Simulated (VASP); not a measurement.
Here is a VASP 6.6.1 calculation.

INCAR

```
ALGO = Normal
EDIFF = 1E-7
ENCUT = 520
ISIF = 2
ISMEAR = 0
LASPH = T
LCHARG = F
LREAL = F
LWAVE = F
NBANDS = 22
NELM = 80
PREC = Accurate
SIGMA = 0.05
```

KPOINTS

```
k-points
0
Gamma
  9 9 9
```

The input POSCAR:

```
Na2BrCl
1.0
    1.9888625555      1.1482703318      6.7582816611
   -1.9888625555      1.1482703318      6.7582816611
    0.0000000000     -2.2965406636      6.7582816611
Na Br Cl
2 1 1
Direct
    0.2545086910      0.2545086910      0.2545086910
    0.7454913090      0.7454913090      0.7454913090
    0.5000000000      0.5000000000      0.5000000000
    0.0000000000      0.0000000000      0.0000000000
```

Potentials or basis: VASP PAW LDA potentials, release 64 (Na_pv, Br, Cl).

Command:

```bash
$ cat potpaw_LDA.64/Na_pv/POTCAR potpaw_LDA.64/Br/POTCAR potpaw_LDA.64/Cl/POTCAR > POTCAR
$ mpirun -np 1 vasp_std > vasp.out
```

Q: What does it give for the band gap on the k mesh?

A: 3.92 eV.

Q: What does it give for the largest force?

A: 0.014 eV/Å.

Q: What does it give for the pressure?

A: -1.0 GPa.

Forces on the atoms (eV/Å):
```
Na   0.000  0.000 -0.014
Na   0.000  0.000  0.014
Br   0.000  0.000  0.000
Cl   0.000  0.000  0.000
```

Caveat: the cell differs from its parent crystal (strain +0.0400 x Voigt [0, 0, 1, 0, 0, 0]). A k mesh can miss the band edges.
